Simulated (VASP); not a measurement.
# TaN (P6_3/mmc) in VASP: notebook

Runs on TaN. Level: PBE+U. Tasks: single point.

All numbers are computed with VASP 6.6.1; they aren't measurements. Logs are shortened: lines on timing, memory, paths and dates and some standing lists are left out, and cuts for length are marked.

## 1. The cell of the first run

Symmetry: P6_3/mmc, No. 194, hexagonal system. The conventional cell has a = 3.048 Å, b = 3.048 Å, c = 4.918 Å, α = 90.00°, β = 90.00°, γ = 120.00°. Within 2.8 Å of Ta (site symmetry -3m) lie 6 N at 2.15 Å and 2 Ta at 2.46 Å. Within 2.8 Å of N (site symmetry -6m2) lie 6 Ta at 2.15 Å.

## 2. Single point, PBE+U, collinear spin, ferrimagnetic start

Contents of INCAR:

```
SYSTEM = TaN
ALGO     = Normal         ! electronic algorithm
EDIFF    = 1E-7           ! SCF threshold, eV
ENCUT    = 520            ! plane-wave cutoff, eV
GGA      = PE             ! functional
ISIF     = 2              ! what is computed and relaxed
ISMEAR   = 0              ! smearing method
ISPIN    = 2              ! spin polarisation
LASPH    = .TRUE.         ! aspherical terms in the spheres
LCHARG   = .TRUE.         ! write CHGCAR
LDAU     = .TRUE.         ! DFT+U
LDAUJ    = 0 0          
LDAUL    = 2 -1           ! shell
LDAUPRINT= 1            
LDAUTYPE = 2            
LDAUU    = 7 0            ! U, eV
LELF     = .TRUE.         ! ELF
LMAXMIX  = 4              ! l up to which the mixer works
LORBIT   = 11             ! projections on sites
LREAL    = .FALSE.        ! projectors in reciprocal space
LVHAR    = .TRUE.       
LWAVE    = .FALSE.        ! write WAVECAR
MAGMOM   = 0.6 0.6 -0.02 -0.02 ! initial moments
NBANDS   = 28             ! bands
NELM     = 150            ! most SCF steps
PREC     = Accurate       ! precision mode
SIGMA    = 0.05           ! smearing width, eV
```

Contents of KPOINTS:

```
k-points
0
G
  7 7 4
  0 0 0
```

Contents of POSCAR:

```
TaN
1.0
    3.0480018400      0.0000000000      0.0000000000
   -1.5240009200      2.6396470300      0.0000000000
    0.0000000000      0.0000000000      4.9179997800
Ta N
2 2
Direct
    0.0000000000      0.0000000000      0.0000000000
    0.0000000000      0.0000000000      0.5000000000
    0.3333333333      0.6666666667      0.2500000000
    0.6666666667      0.3333333333      0.7500000000
```

Potentials or basis: VASP PAW PBE potentials, release 64 (Ta_pv, N).

Run with:

```bash
$ cat potpaw_PBE.64/Ta_pv/POTCAR potpaw_PBE.64/N/POTCAR > POTCAR
$ mpirun -np 1 vasp_std > vasp.out
```

OUTCAR:

```text
SYSTEM = TaN
   EDIFF = 1E-7
   ENCUT = 520
   GGA = PE
   ISIF = 2
   ISMEAR = 0
   ISPIN = 2
   LASPH = .TRUE.
   LORBIT = 11
   LREAL = .FALSE.
   NELM = 150
   PREC = Accurate

 ion  position               nearest neighbor table
   1  0.000  0.000  0.000-   3 2.15   4 2.15   4 2.15   3 2.15   4 2.15   3 2.15   2 2.46   2 2.46

   2  0.000  0.000  0.500-   3 2.15   4 2.15   4 2.15   3 2.15   4 2.15   3 2.15   1 2.46   1 2.46

   3  0.333  0.667  0.250-   1 2.15   2 2.15   1 2.15   2 2.15   1 2.15   2 2.15
   4  0.667  0.333  0.750-   1 2.15   2 2.15   1 2.15   2 2.15   1 2.15   2 2.15

  LATTYP: Found a hexagonal cell.
 ALAT       =     3.0480018400
 C/A-ratio  =     1.6135160142

  Lattice vectors:

 A1 = (   3.0480018400,   0.0000000000,   0.0000000000)
 A2 = (  -1.5240009200,   2.6396470300,   0.0000000000)
 A3 = (   0.0000000000,   0.0000000000,   4.9179997800)

Analysis of symmetry for initial positions (statically):
=====================================================================
 Subroutine PRICEL returns:
 Original cell was already a primitive cell.

 Routine SETGRP: Setting up the symmetry group for a
 hexagonal supercell.

 Subroutine GETGRP returns: Found 24 space group operations
 (whereof 12 operations were pure point group operations)
 out of a pool of 24 trial point group operations.

The static configuration has the point symmetry D_3d.
 The point group associated with its full space group is D_6h.

Analysis of symmetry for dynamics (positions and initial velocities):
=====================================================================
 Subroutine PRICEL returns:
 Original cell was already a primitive cell.

 Routine SETGRP: Setting up the symmetry group for a
 hexagonal supercell.

 Subroutine GETGRP returns: Found 24 space group operations
 (whereof 12 operations were pure point group operations)
 out of a pool of 24 trial point group operations.

The dynamic configuration has the point symmetry D_3d.
 The point group associated with its full space group is D_6h.

Analysis of structural, dynamic, and magnetic symmetry:
=====================================================================
 Subroutine PRICEL returns:
 Original cell was already a primitive cell.

 Routine SETGRP: Setting up the symmetry group for a
 hexagonal supercell.

 Subroutine GETGRP returns: Found 24 space group operations
 (whereof 12 operations were pure point group operations)
 out of a pool of 24 trial point group operations.
[... 213 lines left out ...]
  o =  0.4037  v =  0.0000  0.0000  0.0000  0.0000  0.0000 -0.0000  0.0000 -1.0000 -0.0000 -0.0000      0.0000  0.0000  0.0000  0.0000  0.0000  0.0000  0.0000  0.0000  0.0000  0.0000
  o =  0.4038  v = -0.0000  0.0000 -1.0000 -0.0000 -0.0000  0.0000  0.0000  0.0000  0.0000  0.0000      0.0000  0.0000  0.0000  0.0000  0.0000  0.0000  0.0000  0.0000  0.0000  0.0000

 number of electron      32.0000002 magnetization      -0.0011062

 Free energy of the ion-electron system (eV)
  ---------------------------------------------------
  ext. energy  EPLUGINS =         0.00000000
  ---------------------------------------------------
  free energy    TOTEN  =       -27.87103269 eV

  energy without entropy =      -27.86934371  energy(sigma->0) =      -27.87018820

 E-fermi :  10.8901     XC(G=0): -13.7651

 val. band max:       10.8833208456   @ k =   0.4286   0.1429   0.2500
 cond. band min:      11.0882721009   @ k =   0.2857   0.2857   0.0000
 fundamental gap:      0.2049512553
 Fermi energy:        10.8900776167

 spin component 1

 k-point     1 :       0.0000    0.0000    0.0000
  band No.  band energies     occupation
      1     -27.6231      1.00000
      2     -25.9359      1.00000
      3     -25.9359      1.00000
      4     -25.5724      1.00000
      5     -25.5724      1.00000
      6     -24.6464      1.00000
[... 733 lines left out ...]
     27      21.1607      0.00000
     28      21.1607      0.00000
 Fermi energy:        10.8900776167

 spin component 2

 k-point     1 :       0.0000    0.0000    0.0000
  band No.  band energies     occupation
      1     -27.6233      1.00000
      2     -25.9362      1.00000
      3     -25.9362      1.00000
      4     -25.5727      1.00000
      5     -25.5727      1.00000
      6     -24.6466      1.00000
[... 733 lines left out ...]
     27      21.1603      0.00000
     28      21.1603      0.00000

------------------------ aborting loop because EDIFF is reached ----------------------------------------

  FORCE on cell =-STRESS in cart. coord.  units (eV):
  Direction    XX          YY          ZZ          XY          YZ          ZX
  --------------------------------------------------------------------------------------
  -------------------------------------------------------------------------------------
  Total       13.8764594     13.8764595     37.2220076      0.0000000     -0.0000000      0.0000000
  in kB      561.8749425    561.8749450   1507.1649611      0.0000000     -0.0000000      0.0000000
  external PRESSURE =     876.9716162 kB  Pullay stress =       0.0000000 kB

 VOLUME and BASIS-vectors are now :
 -----------------------------------------------------------------------------
  energy-cutoff  :      520.00
  volume of cell :       39.57
      direct lattice vectors                 reciprocal lattice vectors
     3.048001840  0.000000000  0.000000000     0.328083791  0.189419265  0.000000000
    -1.524000920  2.639647030  0.000000000     0.000000000  0.378838530  0.000000000
     0.000000000  0.000000000  4.917999780     0.000000000  0.000000000  0.203334698

 POSITION                                       TOTAL-FORCE (eV/Angst)
 -----------------------------------------------------------------------------------
      0.00000      0.00000      0.00000        -0.000000      0.000000      0.000000
      0.00000      0.00000      2.45900        -0.000000      0.000000      0.000000
     -0.00000      1.75976      1.22950         0.000000     -0.000000      0.000000
      1.52400      0.87988      3.68850        -0.000000      0.000000     -0.000000
 -----------------------------------------------------------------------------------
    total drift:                               -0.000000      0.000000      0.000000

  FREE ENERGIE OF THE ION-ELECTRON SYSTEM (eV)
  ---------------------------------------------------
  free  energy   TOTEN  =       -27.8710326870 eV

  energy  without entropy=      -27.8693437100  energy(sigma->0) =      -27.87018820

 total charge

# of ion       s       p       d       tot
------------------------------------------
    1        0.349   6.321   2.508   9.179
    2        0.349   6.321   2.508   9.179
    3        1.240   2.633   0.000   3.873
    4        1.240   2.633   0.000   3.873
--------------------------------------------------
tot          3.178  17.908   5.017  26.103

 magnetization (x)

# of ion       s       p       d       tot
------------------------------------------
    1       -0.000  -0.000  -0.000  -0.000
    2       -0.000  -0.000  -0.000  -0.000
    3        0.000   0.000   0.000   0.000
    4        0.000   0.000   0.000   0.000
--------------------------------------------------
tot         -0.000   0.000  -0.001  -0.001
```

OSZICAR:

```text
N       E                     dE             d eps       ncg     rms          rms(c)
DAV:   1     0.296660285344E+03    0.29666E+03   -0.16444E+04  2688   0.121E+03
DAV:   2    -0.193906031308E+02   -0.31605E+03   -0.29863E+03  3028   0.381E+02
DAV:   3    -0.344276668579E+02   -0.15037E+02   -0.14730E+02  3220   0.809E+01
DAV:   4    -0.345646405797E+02   -0.13697E+00   -0.13642E+00  3032   0.781E+00
DAV:   5    -0.345656037357E+02   -0.96316E-03   -0.96295E-03  3164   0.605E-01    0.392E+01
DAV:   6    -0.278946925237E+02    0.66709E+01   -0.12499E+01  3072   0.298E+01    0.163E+01
DAV:   7    -0.278806261620E+02    0.14066E-01   -0.11405E+00  2976   0.740E+00    0.103E+01
DAV:   8    -0.278818384136E+02   -0.12123E-02   -0.27146E-01  3028   0.330E+00    0.263E+00
DAV:   9    -0.278686658634E+02    0.13173E-01   -0.15944E-02  3240   0.842E-01    0.797E-01
DAV:  10    -0.278683680492E+02    0.29781E-03   -0.52409E-03  3088   0.443E-01    0.405E-01
DAV:  11    -0.278707353718E+02   -0.23673E-02   -0.23136E-03  3136   0.368E-01    0.961E-02
DAV:  12    -0.278709616740E+02   -0.22630E-03   -0.22252E-04  3300   0.109E-01    0.620E-02
DAV:  13    -0.278710215731E+02   -0.59899E-04   -0.44033E-05  3208   0.502E-02    0.381E-02
DAV:  14    -0.278710280956E+02   -0.65225E-05   -0.26673E-05  3136   0.347E-02    0.871E-03
DAV:  15    -0.278710310302E+02   -0.29346E-05   -0.36013E-06  3252   0.119E-02    0.507E-03
DAV:  16    -0.278710320927E+02   -0.10625E-05   -0.44320E-07  2760   0.399E-03    0.260E-03
DAV:  17    -0.278710326106E+02   -0.51786E-06   -0.15040E-07  2340   0.248E-03    0.710E-04
DAV:  18    -0.278710326870E+02   -0.76459E-07   -0.38762E-08  1800   0.129E-03
   1 F= -.27871033E+02 E0= -.27870188E+02  d E =-.168898E-02  mag=    -0.0008
```

Run time: 30 s. Hardware: 1 thread of Intel Xeon 6975P-C (Granite Rapids), shared host; peak memory 0.19 GiB.

Results:

```
Free energy                                           : -27.8710 eV
Pressure                                              : 87.7 GPa
Band gap on the k mesh                                : zero (filled and empty bands overlap)
Net moment                                            : 0.00 μB per cell
Valence electrons inside the program's atomic spheres : Ta 9.18; N 3.87
```

Eigenvalues of the final occupation matrices:
```csv
site,spin,trace,eigenvalues
site 1 d,1,1.28,0.20 0.20 0.24 0.24 0.40
site 1 d,2,1.28,0.20 0.20 0.24 0.24 0.40
site 2 d,1,1.28,0.20 0.20 0.24 0.24 0.40
site 2 d,2,1.28,0.20 0.20 0.24 0.24 0.40
```

Caveat: spin-orbit coupling is left out, which moves the levels of the heavy elements. The state reached can hang on the start; a lower one may exist.

## 3. Single point, PBE+U, collinear spin, ferrimagnetic start

Contents of INCAR:

```
SYSTEM = TaN
ALGO = Normal ; EDIFF = 1E-7
ENCUT = 520 ; GGA = PE
ISIF = 2 ; ISMEAR = 0
ISPIN = 2 ; LASPH = .TRUE.
LCHARG = .FALSE. ; LDAU = .TRUE.
LDAUJ = 0 0 ; LDAUL = 2 -1
LDAUPRINT = 1 ; LDAUTYPE = 2
LDAUU = 7 0 ; LMAXMIX = 4
LORBIT = 11 ; LREAL = .FALSE.
LWAVE = .FALSE. ; MAGMOM = 0.76 0.76 -0.01 -0.01
NBANDS = 28 ; NELM = 150
NUPDOWN = 3.0 ; PREC = Accurate
SIGMA = 0.05
```

KPOINTS is that of step 2.

POSCAR is that of step 2.

Potentials or basis: VASP PAW PBE potentials, release 64 (Ta_pv, N).

Run with:

```bash
$ cat potpaw_PBE.64/Ta_pv/POTCAR potpaw_PBE.64/N/POTCAR > POTCAR
$ mpirun -np 1 vasp_std > vasp.out
```

Wall time 26 s (1 thread of Intel Xeon 6975P-C (Granite Rapids), shared host); peak memory 0.19 GiB.

Results (log left out):

* Free energy: -26.9160 eV
* Pressure: 99.1 GPa
* Net moment: 3.00 μB per cell
* Site moments: Ta +1.14; N +0.04 μB
* Valence electrons inside the program's atomic spheres: Ta 9.21; N 3.89

Stress tensor (GPa, compression positive):
```
 62.09   0.00   0.00
  0.00  62.09   0.00
  0.00   0.00 173.04
```

Eigenvalues of the final occupation matrices:
| site | spin | trace | eigenvalues |
| --- | --- | --- | --- |
| site 1 d | 1 | 1.86 | 0.23 0.23 0.46 0.47 0.47 |
| site 1 d | 2 | 0.75 | 0.07 0.07 0.19 0.19 0.23 |
| site 2 d | 1 | 1.86 | 0.23 0.23 0.46 0.47 0.47 |
| site 2 d | 2 | 0.75 | 0.07 0.07 0.19 0.19 0.23 |

Caveat: the moment is held away from its start; spin-orbit coupling is left out, which moves the levels of the heavy elements; the total moment is fixed, so each spin has its own Fermi level.

## 4. Single point, PBE+U, collinear spin, zero start

Contents of INCAR:

```
SYSTEM = TaN
PREC = Accurate
ENCUT = 520
EDIFF = 1E-7
ISMEAR = 0
SIGMA = 0.05
LREAL = .FALSE.
LASPH = .TRUE.
NELM = 150
ALGO = Normal
ISIF = 2
LWAVE = .FALSE.
LCHARG = .FALSE.
ISPIN = 2
MAGMOM = 0 0 0 0
LORBIT = 11
NUPDOWN = 0.0
LMAXMIX = 4
LDAU = .TRUE.
LDAUTYPE = 2
LDAUL = 2 -1
LDAUU = 7 0
LDAUJ = 0 0
LDAUPRINT = 1
GGA = PE
NBANDS = 28
```

Contents of KPOINTS:

```
regular mesh
0
G
  7 7 4
  0 0 0
```

POSCAR is that of step 3.

Potentials or basis: VASP PAW PBE potentials, release 64 (Ta_pv, N).

Run with:

```bash
$ cat potpaw_PBE.64/Ta_pv/POTCAR potpaw_PBE.64/N/POTCAR > POTCAR
$ mpirun -np 1 vasp_std > vasp.out
```

OUTCAR:

```text
SYSTEM = TaN
   PREC = Accurate
   ENCUT = 520
   EDIFF = 1E-7
   ISMEAR = 0
   LREAL = .FALSE.
   LASPH = .TRUE.
   NELM = 150
   ISIF = 2
   ISPIN = 2
   LORBIT = 11
   NUPDOWN = 0.0
   GGA = PE

 ion  position               nearest neighbor table
   1  0.000  0.000  0.000-   3 2.15   4 2.15   4 2.15   3 2.15   4 2.15   3 2.15   2 2.46   2 2.46

   2  0.000  0.000  0.500-   3 2.15   4 2.15   4 2.15   3 2.15   4 2.15   3 2.15   1 2.46   1 2.46

   3  0.333  0.667  0.250-   1 2.15   2 2.15   1 2.15   2 2.15   1 2.15   2 2.15
   4  0.667  0.333  0.750-   1 2.15   2 2.15   1 2.15   2 2.15   1 2.15   2 2.15

  LATTYP: Found a hexagonal cell.
 ALAT       =     3.0480018400
 C/A-ratio  =     1.6135160142
[... 1790 lines left out ...]
    -1.524000920  2.639647030  0.000000000     0.000000000  0.378838530  0.000000000
     0.000000000  0.000000000  4.917999780     0.000000000  0.000000000  0.203334698

 POSITION                                       TOTAL-FORCE (eV/Angst)
 -----------------------------------------------------------------------------------
      0.00000      0.00000      0.00000         0.000000      0.000000      0.000000
      0.00000      0.00000      2.45900         0.000000      0.000000      0.000000
     -0.00000      1.75976      1.22950         0.000000     -0.000000      0.000000
      1.52400      0.87988      3.68850        -0.000000      0.000000      0.000000
 -----------------------------------------------------------------------------------
    total drift:                               -0.000000      0.000000      0.000000

  FREE ENERGIE OF THE ION-ELECTRON SYSTEM (eV)
  ---------------------------------------------------
  free  energy   TOTEN  =       -27.8710326972 eV

  energy  without entropy=      -27.8693434037  energy(sigma->0) =      -27.87018805

 total charge

# of ion       s       p       d       tot
------------------------------------------
    1        0.349   6.321   2.508   9.179
    2        0.349   6.321   2.508   9.179
    3        1.240   2.633   0.000   3.873
    4        1.240   2.633   0.000   3.873
--------------------------------------------------
tot          3.178  17.908   5.017  26.103

 magnetization (x)

# of ion       s       p       d       tot
------------------------------------------
    1        0.000   0.000  -0.000   0.000
    2        0.000   0.000  -0.000   0.000
    3       -0.000   0.000   0.000   0.000
    4       -0.000   0.000   0.000   0.000
--------------------------------------------------
tot         -0.000   0.000  -0.000   0.000
```

OSZICAR:

```text
N       E                     dE             d eps       ncg     rms          rms(c)
DAV:   1     0.296620387942E+03    0.29662E+03   -0.16660E+04  2688   0.123E+03
DAV:   2    -0.194586801984E+02   -0.31608E+03   -0.29849E+03  3024   0.381E+02
DAV:   3    -0.345016642341E+02   -0.15043E+02   -0.14716E+02  3228   0.809E+01
DAV:   4    -0.346397190950E+02   -0.13805E+00   -0.13766E+00  3048   0.782E+00
DAV:   5    -0.346406939875E+02   -0.97489E-03   -0.97473E-03  3132   0.607E-01    0.391E+01
DAV:   6    -0.279119790853E+02    0.67287E+01   -0.12387E+01  3060   0.297E+01    0.163E+01
DAV:   7    -0.278807073055E+02    0.31272E-01   -0.11173E+00  2980   0.726E+00    0.102E+01
DAV:   8    -0.278812304264E+02   -0.52312E-03   -0.27732E-01  2992   0.335E+00    0.223E+00
DAV:   9    -0.278667812984E+02    0.14449E-01   -0.30235E-02  3060   0.112E+00    0.510E-01
DAV:  10    -0.278707280554E+02   -0.39468E-02   -0.56971E-03  3108   0.585E-01    0.915E-02
DAV:  11    -0.278709100101E+02   -0.18195E-03   -0.23045E-04  3380   0.983E-02    0.643E-02
DAV:  12    -0.278709765969E+02   -0.66587E-04   -0.25670E-05  3080   0.335E-02    0.385E-02
DAV:  13    -0.278710301963E+02   -0.53599E-04   -0.75510E-05  3056   0.517E-02    0.115E-02
DAV:  14    -0.278710310580E+02   -0.86171E-06   -0.20877E-06  3168   0.810E-03    0.527E-03
DAV:  15    -0.278710326569E+02   -0.15989E-05   -0.88091E-07  2984   0.585E-03    0.152E-03
DAV:  16    -0.278710326972E+02   -0.40281E-07   -0.50295E-08  1872   0.150E-03
   1 F= -.27871033E+02 E0= -.27870188E+02  d E =-.168929E-02  mag=     0.0000
```

stdout:

```text
POSCAR found type information on POSCAR TaN
 POSCAR found :  2 types and       4 ions
 scaLAPACK will be used
 LDA part: xc-table for (Slater+PW92), standard interpolation
 POSCAR, INCAR and KPOINTS ok, starting setup
 FFT: planning ... GRIDC
 FFT: planning ... GRID_SOFT
 FFT: planning ... GRID
 WAVECAR not read
 entering main loop
```

Run time: 24 s. Hardware: 1 thread of Intel Xeon 6975P-C (Granite Rapids), shared host; peak memory 0.19 GiB.

What came out:

```yaml
Free_energy: -27.8710 eV
Pressure: 87.7 GPa
Net_moment: 0.00 μB per cell
Valence_electrons_inside_the_program's_atomic_spheres: Ta 9.18; N 3.87
```

Eigenvalues of the final occupation matrices:
| site | spin | trace | eigenvalues |
| --- | --- | --- | --- |
| site 1 d | 1 | 1.28 | 0.20 0.20 0.24 0.24 0.40 |
| site 1 d | 2 | 1.28 | 0.20 0.20 0.24 0.24 0.40 |
| site 2 d | 1 | 1.28 | 0.20 0.20 0.24 0.24 0.40 |
| site 2 d | 2 | 1.28 | 0.20 0.20 0.24 0.24 0.40 |

Caveat: spin-orbit coupling is left out, which moves the levels of the heavy elements; the total moment is fixed, so each spin has its own Fermi level.

(Continued in part 2 of 2.)
